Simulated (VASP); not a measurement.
Write the native input for VASP 6.6.1 that does the following.

| Property | Result |
| --- | --- |
| Task | single point |
| Functional | PBE |
| Potentials or basis | VASP PAW PBE potentials, release 64 (Mg, S) |
| Cutoff | 520 eV |
| k mesh | 9 × 9 × 8 |
| Occupations | fermi-dirac, width 0.05 eV |
| Spin | no spin polarisation |
| Dipole correction | no |
| Further INCAR settings | ALGO = Normal; EDIFF = 1e-06; NBANDS = 11 |

The structure of MgS lies in POSCAR:

```
MgS
1.0
    3.6348240082      0.0000000000      0.0000000000
   -1.8174069710      3.1478501400      0.0000000000
    0.0000000000      0.0000000000      3.3271497770
Mg S
1 1
Direct
    0.0000000000      0.0000000000      0.5000000000
    0.6666700000      0.3333300000      0.0000000000
```

One way to write it, as run:

INCAR

```
PREC = Accurate ; ENCUT = 520
EDIFF = 1E-6 ; ISMEAR = -1
SIGMA = 0.05 ; LREAL = False
LASPH = True ; NELM = 60
ALGO = Normal ; ISIF = 2
LWAVE = False ; LCHARG = False
GGA = PE ; NBANDS = 11
```

KPOINTS

```
Automatic mesh
0
Gamma
  9 9 8
```

Potentials or basis: VASP PAW PBE potentials, release 64 (Mg, S).

Command:

```sh
$ cat potpaw_PBE.64/Mg/POTCAR potpaw_PBE.64/S/POTCAR > POTCAR
$ mpirun -np 1 vasp_std > vasp.out
```

Results of the run:

* Pressure: -1.6 GPa
* Band gap on the k mesh: 1.29 eV, indirect (least direct gap 2.21 eV)

It took 16 s on 1 thread of Intel(R) Xeon(R) 6975P-C (Granite Rapids), with other jobs on the host, peak memory 0.19 GiB.
